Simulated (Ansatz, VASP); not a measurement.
## Two plane-wave programs on GaSb

Contents of INCAR:

```
PREC = Accurate
ENCUT = 520
EDIFF = 1E-7
ISMEAR = 0
SIGMA = 0.15
LREAL = F
LASPH = T
NELM = 80
ALGO = Fast
ISIF = 2
LWAVE = F
LCHARG = F
GGA = PE
NBANDS = 16
```

KPOINTS

```
Automatic mesh
0
Gamma
  24 24 24
```

POSCAR

```
GaSb
1.0
   -2.7657340177      2.7657340177      1.5810862690
    2.7657340177     -2.7657340177      1.5810862690
    2.7657340177      2.7657340177     -1.5810862690
Ga Sb
1 1
Direct
    0.2500000000      0.7500000000      0.5000000000
    0.0000000000      0.0000000000      0.0000000000
```

Input for Ansatz:

```yaml
crystal:
  lattice:
    - [-2.7657340177, 2.7657340177, 1.581086269]
    - [2.7657340177, -2.7657340177, 1.581086269]
    - [2.7657340177, 2.7657340177, -1.581086269]
  atoms:
    - { symbol: Ga, position: [0.25, 0.75, 0.5] }
    - { symbol: Sb, position: [0.0, 0.0, 0.0] }
kpoints:
  mp_grid: { grid: [24, 24, 24] }
hamiltonian:
  xc: pbe
scf:
  occupations: { method: gaussian, width: 0.15 }
output:
  forces: true
  eigenvalues: true
  stress: true
```

Alike in both runs: task single point; functional PBE; k mesh 24 × 24 × 24; occupations gaussian, width 0.15 eV; no spin polarisation.

|  | VASP | Ansatz |
| --- | --- | --- |
| version | VASP 6.6.1 | Ansatz 0.2.0 |
| potentials or method | VASP PAW PBE potentials, release 64 (Ga_d, Sb) | scalar-relativistic, plane waves, PAW |
| plane-wave cutoff (eV) | 520 | 420 |
| valence electrons in the cell | 18 | 28 |

```tsv
	VASP	Ansatz	Ansatz less VASP
gap on the k mesh at the Fermi level (eV)	none	none	-
pressure (GPa)	0.0	0.0	-0.02
traceless stress, the component that is largest in VASP (GPa)	-0.32	-0.28	+0.041
```

A gap of «none» marks a metal or a gap that the smearing closes. With one functional, cell and mesh, what is left measures potentials, basis and numerics. VASP's potentials hold 18 valence electrons a cell and Ansatz's 28, so a difference there can come from the potentials and not from the codes.

Neither program's run includes spin-orbit coupling.
